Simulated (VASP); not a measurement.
# C (R-3m) in VASP: further runs

Runs on C. Level: LDA. Tasks: relaxation of shape and atoms at fixed volume, single point.

Program: VASP 6.6.1. These are calculated values, not measurements. Logs are shortened: lines on timing, memory, paths and dates and some standing lists are left out, and cuts for length are marked.

### Step 1. The cell of the first run

The structure is trigonal, space group R-3m (No. 166). Conventional cell: a = 2.461 Å, b = 2.461 Å, c = 9.978 Å, α = 90.00°, β = 90.00°, γ = 120.00°. C (site symmetry 3m) has 3 C at 1.42 Å within 1.9 Å.

### Step 2. Relaxation of shape and atoms at fixed volume, LDA (volume scaled by 1.02)

The input, INCAR:

```
PREC = Accurate ; ENCUT = 600
EDIFF = 1E-6 ; ISMEAR = 0
SIGMA = 0.01 ; LREAL = False
LASPH = True ; NELM = 100
ALGO = Normal ; ISIF = 4
LWAVE = False ; LCHARG = False
GGA = CA ; IBRION = 2
NSW = 80 ; EDIFFG = -0.001
```

The input, KPOINTS:

```
regular mesh
0
Gamma
  12 12 12
```

The input, POSCAR:

```
C
1.0
    1.2306008361      0.7104877240      3.3258339909
   -1.2306008361      0.7104877240      3.3258339909
    0.0000000000     -1.4209754480      3.3258339909
C
2
Direct
    0.1665713917      0.1665713917      0.1665713917
    0.8334286083      0.8334286083      0.8334286083
```

Potentials or basis: VASP PAW LDA potentials, release 64 (C).

Run with:

```
$ cat potpaw_LDA.64/C/POTCAR > POTCAR
$ mpirun -np 1 vasp_std > vasp.out
```

OUTCAR:

```text
PREC = Accurate
   ENCUT = 600
   EDIFF = 1E-6
   ISMEAR = 0
   LREAL = False
   LASPH = True
   NELM = 100
   ISIF = 4
   GGA = CA
   IBRION = 2
   NSW = 80
   EDIFFG = -0.001

 ion  position               nearest neighbor table
   1  0.167  0.167  0.167-   2 1.42   2 1.42   2 1.42
   2  0.833  0.833  0.833-   1 1.42   1 1.42   1 1.42

  LATTYP: Found a trigonal (rhomboedric) cell.
 ALAT       =     3.6166756779
 COS(alpha) =     0.7684497383

  Lattice vectors:

 A1 = (   1.2306008361,   0.7104877240,   3.3258339909)
 A2 = (  -1.2306008361,   0.7104877240,   3.3258339909)
 A3 = (   0.0000000000,  -1.4209754480,   3.3258339909)

Analysis of symmetry for initial positions (statically):
=====================================================================
 Subroutine PRICEL returns:
 Original cell was already a primitive cell.

 Routine SETGRP: Setting up the symmetry group for a
 trigonal (rhombohedral) supercell.

 Subroutine GETGRP returns: Found 12 space group operations
 (whereof 12 operations were pure point group operations)
 out of a pool of 12 trial point group operations.

The static configuration has the point symmetry D_3d.

Analysis of symmetry for dynamics (positions and initial velocities):
=====================================================================
 Subroutine PRICEL returns:
 Original cell was already a primitive cell.

 Routine SETGRP: Setting up the symmetry group for a
 trigonal (rhombohedral) supercell.

 Subroutine GETGRP returns: Found 12 space group operations
 (whereof 12 operations were pure point group operations)
 out of a pool of 12 trial point group operations.

The dynamic configuration has the point symmetry D_3d.

 Subroutine INISYM returns: Found 12 space group operations
 (whereof 12 operations are pure point group operations),
 and found     1 'primitive' translations

----------------------------------------------------------------------------------------

                                     Primitive cell

  volume of cell :      17.4472

  direct lattice vectors                    reciprocal lattice vectors
     1.230600836  0.710487724  3.325833991     0.406305591  0.234580642  0.100225488
    -1.230600836  0.710487724  3.325833991    -0.406305591  0.234580642  0.100225488
     0.000000000 -1.420975448  3.325833991     0.000000000 -0.469161285  0.100225488

  length of vectors
     3.616675678  3.616675678  3.616675678     0.479747287  0.479747287  0.479747287
[... 97 lines left out ...]
   EFERMI_NEDOS =   21; number of points for ismear=-14 and -15
   IALGO  =     38    algorithm
   IMIX   =      4    mixing-type and parameters
     AMIX     =   0.40;   BMIX     =  1.00
     AMIX_MAG =   1.60;   BMIX_MAG =  1.00
  volume/ion in A,a.u.               =       8.72        58.87
  Fermi-wavevector in a.u.,A,eV,Ry     =   1.262398  2.385586 21.682907  1.593649
  Thomas-Fermi vector in A             =   2.395808
   LORBIT       =      0    0 simple, 1 ext, 2 COOP (PROOUT), +10 PAW based schemes
   GGA     = CA    functional components
   LHFCALC =     F    Hartree Fock is set to
   AEXX    =    0.0000 exact exchange contribution
   IVDW    =     0    specifies the selected vdW correction
   LEPSILON=     F    determine dielectric tensor
   LRPA    =     F    only Hartree local field effects (RPA)
 conjugate gradient relaxation of ions
 non-spin polarized calculation
 Gauss-broadening in eV      SIGMA  =   0.01
  energy-cutoff  :      600.00
  volume of cell :       17.45
 maximum number of plane-waves:       599
 NGX is ok and might be reduce to    30
   NGX = 15   NGY = 15   NGZ = 15

--------------------------------------- Ionic step        1  -------------------------------------------

 number of electron       8.0000000 magnetization

 Free energy of the ion-electron system (eV)
  ---------------------------------------------------
  ext. energy  EPLUGINS =         0.00000000
  ---------------------------------------------------
  free energy    TOTEN  =       -20.22568114 eV

  energy without entropy =      -20.22568114  energy(sigma->0) =      -20.22568114

------------------------ aborting loop because EDIFF is reached ----------------------------------------

  FORCE on cell =-STRESS in cart. coord.  units (eV):
  Direction    XX          YY          ZZ          XY          YZ          ZX
  --------------------------------------------------------------------------------------
  -------------------------------------------------------------------------------------
  Total       -0.8376873     -0.8376873     -0.0583735      0.0000000      0.0000000      0.0000000
  in kB      -76.9248952    -76.9248952     -5.3604397      0.0000000      0.0000000      0.0000000
  external PRESSURE =     -53.0700767 kB  Pullay stress =       0.0000000 kB
[... 167 lines left out ...]
--------------------------------------- Ionic step        6  -------------------------------------------

 number of electron       8.0000000 magnetization

 Free energy of the ion-electron system (eV)
  ---------------------------------------------------
  ext. energy  EPLUGINS =         0.00000000
  ---------------------------------------------------
  free energy    TOTEN  =       -20.22985957 eV

  energy without entropy =      -20.22985957  energy(sigma->0) =      -20.22985957

 E-fermi :   4.4470     XC(G=0): -10.7828

 val. band max:        4.3244441102   @ k =  -0.3333   0.3333   0.0000
 cond. band min:       4.9870233750   @ k =  -0.3333   0.3333   0.0000
 fundamental gap:      0.6625792647
 Fermi energy:         4.4469786636

 k-point     1 :       0.0000    0.0000    0.0000
  band No.  band energies     occupation
      1     -14.9384      2.00000
      2      -2.0319      2.00000
      3       1.6746      2.00000
      4       1.6746      2.00000
      5       8.4462      0.00000
      6      13.1216      0.00000
      7      13.1216      0.00000
      8      16.1704      0.00000
[... 243 lines left out ...]
 k-point    24 :      -0.4167    0.1667    0.0000
  band No.  band energies     occupation
      1      -9.0482      2.00000
      2      -8.2053      2.00000
      3      -3.5457      2.00000
      4       3.1618      2.00000
      5       6.2789      0.00000
      6      15.0900      0.00000
      7      15.7593      0.00000
      8      16.8099      0.00000

 [... further k-points ...]

------------------------ aborting loop because EDIFF is reached ----------------------------------------

  FORCE on cell =-STRESS in cart. coord.  units (eV):
  Direction    XX          YY          ZZ          XY          YZ          ZX
  --------------------------------------------------------------------------------------
  -------------------------------------------------------------------------------------
  Total       -0.0942106     -0.0942106     -0.0922452      0.0000000      0.0000000     -0.0000000
  in kB       -8.6513707     -8.6513707     -8.4708882      0.0000000      0.0000000     -0.0000000
  external PRESSURE =      -8.5912098 kB  Pullay stress =       0.0000000 kB
[... 17 lines left out ...]
  FREE ENERGIE OF THE ION-ELECTRON SYSTEM (eV)
  ---------------------------------------------------
  free  energy   TOTEN  =       -20.2298595744 eV

  energy  without entropy=      -20.2298595744  energy(sigma->0) =      -20.22985957

 reached required accuracy - stopping structural energy minimisation
```

OSZICAR:

```text
N       E                     dE             d eps       ncg     rms          rms(c)
DAV:   1     0.735676821326E+01    0.73568E+01   -0.51806E+03  3088   0.102E+03
DAV:   2    -0.212042962054E+02   -0.28561E+02   -0.26770E+02  4464   0.137E+02
DAV:   3    -0.215850419303E+02   -0.38075E+00   -0.38075E+00  3728   0.196E+01
[... 32 lines left out ...]
DAV:   2    -0.202298604737E+02    0.23647E-05   -0.39687E-06  4144   0.169E-02    0.426E-03
DAV:   3    -0.202298594861E+02    0.98760E-06   -0.32873E-06  3440   0.123E-02
   5 F= -.20229859E+02 E0= -.20229859E+02  d E =-.121514E-05
       N       E                     dE             d eps       ncg     rms          rms(c)
DAV:   1    -0.202298596613E+02    0.81235E-06   -0.89681E-06  3040   0.279E-02    0.161E-03
DAV:   2    -0.202298595744E+02    0.86945E-07   -0.16182E-07  1536   0.348E-03
   6 F= -.20229860E+02 E0= -.20229860E+02  d E =-.130344E-05
```

Wall time 62 s (1 thread of Intel Xeon 6975P-C (Granite Rapids), shared host); peak memory 0.15 GiB.

What came out:

- Free energy: -20.2299 eV
- Energy gained by relaxing: 2.1 meV/atom
- Ionic steps: 6
- Pressure after relaxing: -0.9 GPa
- Band gap on the k mesh: 0.66 eV, direct

The path:
| step | energy change (eV) | largest force (eV/Å) | pressure (GPa) | volume (Å³) |
| --- | --- | --- | --- | --- |
| 1 | 0.0000 | 0.0009 | -5.31 | 17.45 |
| 2 | -0.0041 | 0.0034 | -0.15 | 17.45 |
| 3 | -0.0042 | 0.0031 | -0.90 | 17.45 |
| 4 | -0.0042 | 0.0031 | -0.81 | 17.45 |
| 5 | -0.0042 | 0.0020 | -0.88 | 17.45 |
| 6 | -0.0042 | 0.0009 | -0.86 | 17.45 |

Final structure:
```
C
1.0
     1.22401    0.70668    3.36175
    -1.22401    0.70668    3.36175
     0.00000   -1.41336    3.36175
C
2
Direct
  0.16659 0.16659 0.16659
  0.83341 0.83341 0.83341
```

Levels at points of the mesh, in eV from the valence-band top:
```
           k point  band 2  band 3  band 4  band 5  band 6  band 7
(0.00, 0.00, 0.00)   -6.36   -2.65   -2.65    4.12    8.80    8.80
(0.50, 0.00, 0.00)  -12.97   -6.07   -1.69    2.31    8.23   11.92
(0.50, 0.50, 0.00)  -12.88   -6.12   -2.42    1.57    7.82   13.29
(0.50, 0.50, 0.50)   -8.38   -2.67   -2.67    8.75    8.75   10.35
```

Caveat: the cell differs from its parent crystal (volume scaled by 1.02). A k mesh can miss the band edges.

### Step 3. Single point, LDA

This run uses another cell than the first one, of 8.56 Å³/atom, 0.981 times its volume.

The input, INCAR:

```
SYSTEM = C
PREC = Accurate ; ENCUT = 520
EDIFF = 1E-7 ; ISMEAR = 0
SIGMA = 0.05 ; LREAL = .FALSE.
LASPH = .TRUE. ; NELM = 60
ALGO = Normal ; ISIF = 2
LWAVE = .FALSE. ; LCHARG = .FALSE.
GGA = CA ; NBANDS = 11
```

The input, KPOINTS:

```
Automatic mesh
0
G
  12 12 12
  0 0 0
```

The input, POSCAR:

```
C
1.0
    1.2225127314      0.7058180546      3.3059979340
   -1.2225127314      0.7058180546      3.3059979340
    0.0000000000     -1.4116361091      3.3059979340
C
2
Direct
    0.1665711723      0.1665711723      0.1665711723
    0.8334288277      0.8334288277      0.8334288277
```

Potentials or basis: VASP PAW LDA potentials, release 64 (C).

Run with:

```
$ cat potpaw_LDA.64/C/POTCAR > POTCAR
$ mpirun -np 1 vasp_std > vasp.out
```

It used 98 s of CPU time on 1 thread of AMD EPYC 7R13 Processor (Zen 3), with other jobs on the host.

The run converged. Its results:

| Property | Result |
| --- | --- |
| Free energy | -20.2233 eV |
| Pressure | 0.8 GPa |
| Band gap on the k mesh | 0.73 eV, direct |

Stress tensor (GPa, compression positive):
```
 1.29  0.00  0.00
 0.00  1.29  0.00
 0.00  0.00 -0.13
```

Levels at points of the mesh, in eV from the valence-band top:
```tsv
k point	band 1	band 2	band 3	band 4	band 5	band 6	band 7	band 8
(0.00, 0.00, 0.00)	-19.28	-6.25	-2.61	-2.61	4.29	8.86	8.86	11.92
(0.50, 0.00, 0.00)	-13.78	-12.96	-6.04	-1.62	2.37	8.33	12.07	12.60
(0.50, 0.50, 0.00)	-13.65	-12.86	-6.10	-2.43	1.58	7.87	13.48	15.38
(0.50, 0.50, 0.50)	-18.92	-8.45	-2.63	-2.63	8.80	8.80	10.79	12.15
```

A k mesh can miss the band edges.

### Step 4. Single point, LDA

This run uses another cell than the first one, of 8.56 Å³/atom, 0.981 times its volume.

The input, INCAR:

```
SYSTEM = C
PREC     = Accurate       ! precision mode
ENCUT    = 520            ! plane-wave cutoff, eV
EDIFF    = 1E-7           ! SCF threshold, eV
ISMEAR   = 0              ! smearing method
SIGMA    = 0.02           ! smearing width, eV
LREAL    = .False.        ! projectors in reciprocal space
LASPH    = .True.         ! aspherical terms in the spheres
NELM     = 100            ! most SCF steps
ALGO     = Normal         ! electronic algorithm
ISIF     = 2              ! what is computed and relaxed
LWAVE    = .False.        ! write WAVECAR
LCHARG   = .False.        ! write CHGCAR
GGA      = CA             ! functional
NBANDS   = 11             ! bands
```

The input, KPOINTS:

```
regular mesh
0
Gamma
  12 12 12
  0 0 0
```

The input, POSCAR:

```
C
1.0
    1.2225127627      0.7058180726      3.3059988154
   -1.2225127627      0.7058180726      3.3059988154
    0.0000000000     -1.4116361452      3.3059988154
C
2
Direct
    0.8334288271      0.8334288271      0.8334288271
    0.1665711729      0.1665711729      0.1665711729
```

Potentials or basis: VASP PAW LDA potentials, release 64 (C).

Run with:

```
$ cat potpaw_LDA.64/C/POTCAR > POTCAR
$ mpirun -np 1 vasp_std > vasp.out
```

OUTCAR:

```text
SYSTEM = C
   PREC = Accurate
   ENCUT = 520
   EDIFF = 1E-7
   ISMEAR = 0
   LREAL = .False.
   LASPH = .True.
   NELM = 100
   ISIF = 2
   GGA = CA

 ion  position               nearest neighbor table
   1  0.833  0.833  0.833-   2 1.41   2 1.41   2 1.41
   2  0.167  0.167  0.167-   1 1.41   1 1.41   1 1.41

  LATTYP: Found a trigonal (rhomboedric) cell.
 ALAT       =     3.5947663031
 COS(alpha) =     0.7686894320

  Lattice vectors:

 A1 = (   1.2225127627,   0.7058180726,   3.3059988154)
 A2 = (  -1.2225127627,   0.7058180726,   3.3059988154)
 A3 = (   0.0000000000,  -1.4116361452,   3.3059988154)

Analysis of symmetry for initial positions (statically):
=====================================================================
 Subroutine PRICEL returns:
 Original cell was already a primitive cell.

 Routine SETGRP: Setting up the symmetry group for a
 trigonal (rhombohedral) supercell.

 Subroutine GETGRP returns: Found 12 space group operations
 (whereof 12 operations were pure point group operations)
 out of a pool of 12 trial point group operations.

The static configuration has the point symmetry D_3d.

Analysis of symmetry for dynamics (positions and initial velocities):
=====================================================================
 Subroutine PRICEL returns:
 Original cell was already a primitive cell.

 Routine SETGRP: Setting up the symmetry group for a
 trigonal (rhombohedral) supercell.

 Subroutine GETGRP returns: Found 12 space group operations
 (whereof 12 operations were pure point group operations)
 out of a pool of 12 trial point group operations.

The dynamic configuration has the point symmetry D_3d.

 Subroutine INISYM returns: Found 12 space group operations
 (whereof 12 operations are pure point group operations),
 and found     1 'primitive' translations

[... 118 lines left out ...]
   LORBIT       =      0    0 simple, 1 ext, 2 COOP (PROOUT), +10 PAW based schemes
   GGA     = CA    functional components
   LHFCALC =     F    Hartree Fock is set to
   AEXX    =    0.0000 exact exchange contribution
   IVDW    =     0    specifies the selected vdW correction
   LEPSILON=     F    determine dielectric tensor
   LRPA    =     F    only Hartree local field effects (RPA)
 non-spin polarized calculation
 Gauss-broadening in eV      SIGMA  =   0.02
  energy-cutoff  :      520.00
  volume of cell :       17.12
 maximum number of plane-waves:       474
   NGX = 13   NGY = 13   NGZ = 13

 number of electron       8.0000000 magnetization

 Free energy of the ion-electron system (eV)
  ---------------------------------------------------
  ext. energy  EPLUGINS =         0.00000000
  ---------------------------------------------------
  free energy    TOTEN  =       -20.22326464 eV

  energy without entropy =      -20.22326464  energy(sigma->0) =      -20.22326464

 E-fermi :   4.6317     XC(G=0): -10.8993

 val. band max:        4.4671967614   @ k =  -0.3333   0.3333   0.0000
 cond. band min:       5.1931788687   @ k =  -0.3333   0.3333   0.0000
 fundamental gap:      0.7259821074
 Fermi energy:         4.6316590633

 k-point     1 :       0.0000    0.0000    0.0000
  band No.  band energies     occupation
      1     -14.8090      2.00000
      2      -1.7816      2.00000
      3       1.8598      2.00000
      4       1.8598      2.00000
      5       8.7588      0.00000
      6      13.3315      0.00000
      7      13.3315      0.00000
      8      16.3828      0.00000
      9      18.3623      0.00000
     10      27.5836      0.00000
     11      30.6574      0.00000
[... 309 lines left out ...]
 k-point    24 :      -0.4167    0.1667   -0.0000
  band No.  band energies     occupation
      1      -8.8866      2.00000
      2      -8.0494      2.00000
      3      -3.3704      2.00000
      4       3.3583      2.00000
      5       6.4714      0.00000
      6      15.3303      0.00000
      7      15.9885      0.00000
      8      17.0904      0.00000
      9      20.4136      0.00000
     10      24.1940      0.00000
     11      28.1167      0.00000

 [... further k-points ...]

------------------------ aborting loop because EDIFF is reached ----------------------------------------

  FORCE on cell =-STRESS in cart. coord.  units (eV):
  Direction    XX          YY          ZZ          XY          YZ          ZX
  --------------------------------------------------------------------------------------
  -------------------------------------------------------------------------------------
  Total        0.1373832      0.1373832     -0.0144015      0.0000000     -0.0000000     -0.0000000
  in kB       12.8600963     12.8600963     -1.3480860      0.0000000     -0.0000000     -0.0000000
  external PRESSURE =       8.1240355 kB  Pullay stress =       0.0000000 kB

 VOLUME and BASIS-vectors are now :
 -----------------------------------------------------------------------------
  energy-cutoff  :      520.00
  volume of cell :       17.12
      direct lattice vectors                 reciprocal lattice vectors
     1.222512763  0.705818073  3.305998815     0.408993685  0.236132614  0.100826816
    -1.222512763  0.705818073  3.305998815    -0.408993685  0.236132614  0.100826816
     0.000000000 -1.411636145  3.305998815     0.000000000 -0.472265228  0.100826816

 POSITION                                       TOTAL-FORCE (eV/Angst)
 -----------------------------------------------------------------------------------
      0.00000      0.00000      8.26594         0.000000      0.000000      0.000111
      0.00000      0.00000      1.65205         0.000000     -0.000000     -0.000111
 -----------------------------------------------------------------------------------
    total drift:                               -0.000000     -0.000000      0.000000

  FREE ENERGIE OF THE ION-ELECTRON SYSTEM (eV)
  ---------------------------------------------------
  free  energy   TOTEN  =       -20.2232646381 eV

  energy  without entropy=      -20.2232646381  energy(sigma->0) =      -20.22326464
```

OSZICAR:

```text
N       E                     dE             d eps       ncg     rms          rms(c)
DAV:   1     0.390990342043E+01    0.39099E+01   -0.45701E+03  4350   0.664E+02
DAV:   2    -0.210291361508E+02   -0.24939E+02   -0.23268E+02  5396   0.131E+02
DAV:   3    -0.216636899527E+02   -0.63455E+00   -0.63319E+00  5209   0.172E+01
DAV:   4    -0.216662472913E+02   -0.25573E-02   -0.25571E-02  4746   0.135E+00
DAV:   5    -0.216662578894E+02   -0.10598E-04   -0.10598E-04  5224   0.797E-02    0.667E+00
DAV:   6    -0.205623673774E+02    0.11039E+01   -0.99082E-01  4851   0.570E+00    0.378E+00
DAV:   7    -0.202237731393E+02    0.33859E+00   -0.10406E+00  4959   0.587E+00    0.105E+00
DAV:   8    -0.202239259310E+02   -0.15279E-03   -0.25005E-02  4659   0.104E+00    0.179E-01
DAV:   9    -0.202232745542E+02    0.65138E-03   -0.13895E-03  4941   0.218E-01    0.686E-02
DAV:  10    -0.202232654787E+02    0.90755E-05   -0.11689E-04  5044   0.739E-02    0.282E-02
DAV:  11    -0.202232646382E+02    0.84051E-06   -0.28114E-06  4860   0.120E-02    0.481E-03
DAV:  12    -0.202232646381E+02    0.83787E-10   -0.29893E-08  3573   0.141E-03
   1 F= -.20223265E+02 E0= -.20223265E+02  d E =-.168449E-33
```

stdout:

```text
POSCAR found type information on POSCAR C
 POSCAR found :  1 types and       2 ions
 scaLAPACK will be used
 LDA part: xc-table for (Slater(with rela. corr.)+CA(PZ))
 , standard interpolation
 POSCAR, INCAR and KPOINTS ok, starting setup
 FFT: planning ... GRIDC
 FFT: planning ... GRID_SOFT
 FFT: planning ... GRID
 WAVECAR not read
 entering main loop
```

Run time: 35 s. Hardware: 1 thread of AMD EPYC 7R13 (Zen 3), shared host; peak memory 0.12 GiB.

What came out:

```yaml
Free_energy: -20.2233 eV
Pressure: 0.8 GPa
Band_gap_on_the_k_mesh: 0.73 eV, direct
```

Stress tensor (GPa, compression positive):
```
 1.29  0.00  0.00
 0.00  1.29  0.00
 0.00  0.00 -0.13
```

(Part 1 of 2 ends here.)
